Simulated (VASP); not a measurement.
# TaN (P1) in VASP: a series of runs, part 2 of 2

VASP 6.6.1.

## Step 4: Electric field gradients, PBE (equal xy, yz and zx shear strains of -1 %)

INCAR reads:

```
  ALGO = Normal
  EDIFF = 1E-8
  ENCUT = 520
  GGA = PE
  ISIF = 2
  ISMEAR = -1
  LASPH = T
  LCHARG = F
  LEFG = T
  LREAL = F
  LWAVE = F
  NBANDS = 15
  NELM = 80
  PREC = Accurate
  SIGMA = 0.02
```

KPOINTS reads:

```
k-points
0
Gamma
  12 12 10
```

POSCAR reads:

```
TaN
1.0
    2.9379988584     -0.0146899943     -0.0146899943
   -1.4817213374      2.5517266448     -0.0053769111
   -0.0144150000     -0.0144150000      2.8830000000
Ta N
1 1
Direct
    0.3333333333      0.6666666667      0.5000000000
    0.0000000000      0.0000000000      0.0000000000
```

Potentials or basis: VASP PAW PBE potentials, release 64 (Ta_pv, N).

On the command line:

```sh
cat potpaw_PBE.64/Ta_pv/POTCAR potpaw_PBE.64/N/POTCAR > POTCAR
mpirun -np 1 vasp_std > vasp.out
```

OUTCAR:

```text
EDIFF = 1E-8
   ENCUT = 520
   GGA = PE
   ISIF = 2
   ISMEAR = -1
   LASPH = T
   LREAL = F
   NELM = 80
   PREC = Accurate

 ion  position               nearest neighbor table
   1  0.333  0.667  0.500-   2 2.21   2 2.22   2 2.23   2 2.24   2 2.24   2 2.24
   2  0.000  0.000  0.000-   1 2.21   1 2.22   1 2.23   1 2.24   1 2.24   1 2.24

  LATTYP: Found a triclinic cell.
 ALAT       =     2.9507348072
 B/A-ratio  =     1.7246180512
 C/A-ratio  =     1.4019657361
 COS(alpha) =     0.0001326136
[... 651 lines left out ...]
  ---------------------------------------------------
  free  energy   TOTEN  =       -22.4356106913 eV

  energy  without entropy=      -22.4354610155  energy(sigma->0) =      -22.43553585

 Electric field gradients (V/A^2)
---------------------------------------------------------------------
 ion       V_xx      V_yy      V_zz      V_xy      V_xz      V_yz
---------------------------------------------------------------------
   1      -9.921    -9.870    19.791   -12.743   -22.217   -22.222
   2      -0.310    -0.321     0.630    -0.904    -1.260    -1.259
---------------------------------------------------------------------

 Electric field gradients after diagonalization (V/A^2)
 (convention: |V_zz| > |V_xx| > |V_yy|)
----------------------------------------------------------------------
 ion       V_xx      V_yy      V_zz     asymmetry (V_yy - V_xx)/ V_zz
----------------------------------------------------------------------
   1      36.490     2.848   -39.338       0.855
   2       1.713     0.589    -2.302       0.488
----------------------------------------------------------------------

           NMR quadrupolar parameters

 Cq : quadrupolar parameter    Cq=e*Q*V_zz/h
 eta: asymmetry parameters     (V_yy - V_xx)/ V_zz
 Q  : nuclear electric quadrupole moment in mb (millibarn)
----------------------------------------------------------------------
 ion       Cq(MHz)       eta       Q (mb)
----------------------------------------------------------------------
   1      -0.095       0.855       1.000
   2      -0.006       0.488       1.000
----------------------------------------------------------------------
```

OSZICAR:

```text
N       E                     dE             d eps       ncg     rms          rms(c)
DAV:   1     0.912266178055E+02    0.91227E+02   -0.88101E+03 21720   0.113E+03
DAV:   2    -0.220972005701E+02   -0.11332E+03   -0.10670E+03 26312   0.306E+02
DAV:   3    -0.249640862883E+02   -0.28669E+01   -0.28527E+01 24597   0.453E+01
DAV:   4    -0.249760238565E+02   -0.11938E-01   -0.11934E-01 28335   0.316E+00
DAV:   5    -0.249760965648E+02   -0.72708E-04   -0.72705E-04 25073   0.230E-01    0.235E+01
DAV:   6    -0.225155006102E+02    0.24606E+01   -0.40365E+00 28615   0.237E+01    0.989E+00
DAV:   7    -0.224637743027E+02    0.51726E-01   -0.61820E-01 23834   0.619E+00    0.697E+00
DAV:   8    -0.224448115403E+02    0.18963E-01   -0.15995E-01 27285   0.340E+00    0.171E+00
DAV:   9    -0.224356091219E+02    0.92024E-02   -0.18200E-02 24093   0.113E+00    0.176E-01
DAV:  10    -0.224356925301E+02   -0.83408E-04   -0.13230E-03 26844   0.403E-01    0.989E-02
DAV:  11    -0.224356115762E+02    0.80954E-04   -0.10058E-04 25507   0.105E-01    0.146E-02
DAV:  12    -0.224356109828E+02    0.59343E-06   -0.13707E-05 24793   0.330E-02    0.423E-03
DAV:  13    -0.224356108060E+02    0.17684E-06   -0.12913E-07 26697   0.341E-03    0.328E-03
DAV:  14    -0.224356106912E+02    0.11476E-06   -0.34099E-08 26711   0.167E-03    0.400E-04
DAV:  15    -0.224356106913E+02   -0.11119E-09   -0.15671E-09 11273   0.362E-04
   1 F= -.22435611E+02 E0= -.22435536E+02  d E =-.149676E-03
```

stdout:

```text
POSCAR found type information on POSCAR TaN
 POSCAR found :  2 types and       2 ions
 scaLAPACK will be used
 LDA part: xc-table for (Slater+PW92), standard interpolation
 POSCAR, INCAR and KPOINTS ok, starting setup
 FFT: planning ... GRIDC
 FFT: planning ... GRID_SOFT
 FFT: planning ... GRID
 WAVECAR not read
 entering main loop
ion   1
     0.0000657     0.2197807     0.3411967    -0.4339683     0.3411043    -0.0015577
     0.0000905     0.2197807     0.3411967    -0.4339683     0.3411043    -0.0015577
     0.0001247     0.2197807     0.3411967    -0.4339683     0.3411043    -0.0015577
     0.0001717     0.2197807     0.3411967    -0.4339684     0.3411043    -0.0015577

     0.0000657    11.8253143    20.5547111   -15.4300932    20.5507822     0.0214925
     0.0000905    11.8221740    20.5472355   -15.4572692    20.5433075     0.0214513
     0.0001247    11.8174376    20.5358329   -15.5002661    20.5319062     0.0213870
     0.0001717    11.8103284    20.5185159   -15.5679785    20.5145914     0.0212874

ion   2
     0.0000281     0.4119302     0.6357098     0.5938486     0.6358072    -0.0021934
     0.0000381     0.4119302     0.6357098     0.5938486     0.6358072    -0.0021934
     0.0000517     0.4119302     0.6357098     0.5938486     0.6358072    -0.0021934
     0.0000701     0.4119302     0.6357098     0.5938486     0.6358072    -0.0021934

     0.0000281     0.8947393     1.3079331     0.5315533     1.3083841    -0.0049636
     0.0000381     0.8947392     1.3079329     0.5315533     1.3083840    -0.0049636
     0.0000517     0.8947391     1.3079327     0.5315533     1.3083838    -0.0049636
     0.0000701     0.8947388     1.3079324     0.5315534     1.3083834    -0.0049636
```

It took 2 min on 1 thread of Intel Xeon 6975P-C, shared host; peak memory 0.35 GiB.

What came out:

```yaml
Free_energy: -22.4356 eV
Pressure: 5.5 GPa
Largest_force: 0.025 eV/Å
Band_gap_on_the_k_mesh: zero (band 8 reaches 8.60 eV, above the bottom of band 9 at 8.27 eV)
```

Forces in eV/Å, atoms in the order of the input:
```
Ta  -0.024  0.000 -0.006
N    0.024  0.000  0.006
```

Levels at points of the mesh, in eV from the Fermi level:
```csv
k point,band 5,band 6,band 7,band 8,band 9,band 10,band 11,band 12
"(0.00, 0.00, 0.00)",-4.72,-4.60,-4.29,-3.02,2.11,3.40,3.53,3.92
"(0.50, 0.00, 0.00)",-8.36,-5.29,-3.55,-3.32,2.87,3.91,5.11,5.23
"(0.00, 0.50, 0.00)",-8.38,-5.28,-3.56,-3.28,2.91,3.94,5.11,5.23
"(0.50, 0.50, 0.00)",-8.39,-5.28,-3.58,-3.23,2.94,3.97,5.11,5.23
"(0.00, 0.00, 0.50)",-9.44,-3.86,-3.82,-0.28,-0.07,2.30,3.19,3.31
"(0.50, 0.00, 0.50)",-7.42,-6.29,-5.84,-0.40,4.05,5.29,5.97,7.00
"(0.00, 0.50, 0.50)",-7.41,-6.28,-5.78,-0.45,4.07,5.25,5.96,6.99
"(0.50, 0.50, 0.50)",-7.41,-6.27,-5.71,-0.51,4.08,5.23,5.93,6.98
```

Electric field gradients, principal values (V/Å²):
| atom | least | middle | greatest (by size) |
| --- | --- | --- | --- |
| 1 Ta | 2.848 | 36.490 | -39.338 |
| 2 N | 0.589 | 1.713 | -2.302 |

Caveat: the cell differs from its parent crystal (equal xy, yz and zx shear strains of -1 %); without QUAD_EFG the Cq values of the log hold for a quadrupole moment of 1 mb, not for the nuclei; spin-orbit coupling is left out, which moves the levels of the heavy elements.
